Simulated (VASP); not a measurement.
AlN: single point with r2SCAN

Crystal: AlN.

```
Al N
1.0
     3.11100    0.00000    0.00000
    -1.55550    2.69421    0.00000
     0.00000    0.00000    4.97800
Al N
2 2
Direct
  0.33333 0.66667 0.00000
  0.66667 0.33333 0.50000
  0.14047 0.66667 0.38500
  0.66667 0.33333 0.88500
```

This cell differs from its parent crystal: atom 3 (N) moved by (-0.600, +0.000) A along x and y.

```
Program             : VASP 6.6.1
Task                : single point
Functional          : r2SCAN
Potentials or basis : VASP PAW PBE potentials, release 64 (Al, N)
Cutoff              : 520 eV
k mesh              : 12 × 12 × 6
Occupations         : gaussian, width 0.05 eV
Spin                : no spin polarisation
```

- Pressure: 28.5 GPa
- Largest force: 21.859 eV/Å
- Band gap on the k mesh: 3.83 eV, direct

Forces on the atoms (eV/Å):
```
Al   -1.010   0.061   0.728
Al  -14.085 -12.684   7.820
N    15.591  12.960  -8.172
N    -0.496  -0.337  -0.375
```

Stress tensor (GPa, compression positive):
```
 36.53  44.08 -24.61
 44.08  35.32 -27.69
-24.61 -27.69  13.61
```

Levels at points of the mesh, in eV from the valence-band top:
```
           k point  band 6  band 7  band 8  band 9  band 10  band 11
(0.00, 0.00, 0.00)   -0.93   -0.57    0.00    3.83     6.79     9.83
(0.50, 0.00, 0.00)   -2.86   -2.42   -1.04    5.48     7.54     8.38
(0.00, 0.50, 0.00)   -2.29   -2.09   -1.39    5.53     6.37     7.45
(0.50, 0.50, 0.00)   -2.85   -1.64   -0.83    3.98     6.63     7.62
(0.00, 0.00, 0.50)   -1.21   -1.12   -0.23    5.57     6.40    10.16
(0.50, 0.00, 0.50)   -1.80   -1.45   -1.20    4.83     5.00     8.71
(0.00, 0.50, 0.50)   -1.95   -1.77   -1.16    4.78     5.43     8.47
(0.50, 0.50, 0.50)   -2.40   -2.33   -1.81    6.11     6.34     8.12
```

Wall time 5 min on 1 thread of Intel(R) Xeon(R) 6975P-C (Granite Rapids) (shared host), peak memory 0.35 GiB.

Caveat: the cell differs from its parent crystal (atom 3 (N) moved by (-0.600, +0.000) A along x and y); the PAW data sets were made with another functional, which shifts forces and pressure a little. A k mesh can miss the band edges.
